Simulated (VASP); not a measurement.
## Ti: single point with PBEsol

Ti:

```
Ti
1.0
    -1.60750    1.60750    1.60750
     1.60750   -1.60750    1.60750
     1.60750    1.60750   -1.60750
Ti
1
Direct
  0.00000 0.00000 0.00000
```

This cell differs from its parent crystal: volume scaled by 0.94.

| Quantity | Value |
| --- | --- |
| Program | VASP 6.6.1 |
| Task | single point |
| Functional | PBEsol |
| Potentials or basis | VASP PAW PBE potentials, release 64 (Ti_sv) |
| Cutoff | 520 eV |
| k mesh | 17 × 17 × 17 |
| Occupations | fermi-dirac, width 0.08 eV |
| Spin | no spin polarisation |

```json
{
  "Pressure": "-0.6 GPa",
  "Band gap on the k mesh": "zero (band 6 reaches 9.45 eV, above the bottom of band 7 at 7.76 eV)"
}
```

Levels at points of the mesh, in eV from the Fermi level:
```tsv
k point	band 3	band 4	band 5	band 6	band 7	band 8	band 9	band 10
(0.00, 0.00, 0.00)	-32.10	-32.10	-6.04	1.03	1.03	1.03	2.90	2.90
```

Run time: 12 s on 1 thread of Intel(R) Xeon(R) 6975P-C (Granite Rapids), with other jobs on the host, peak memory 0.16 GiB.

Caveat: the PAW data sets were made with another functional, which shifts forces and pressure a little.
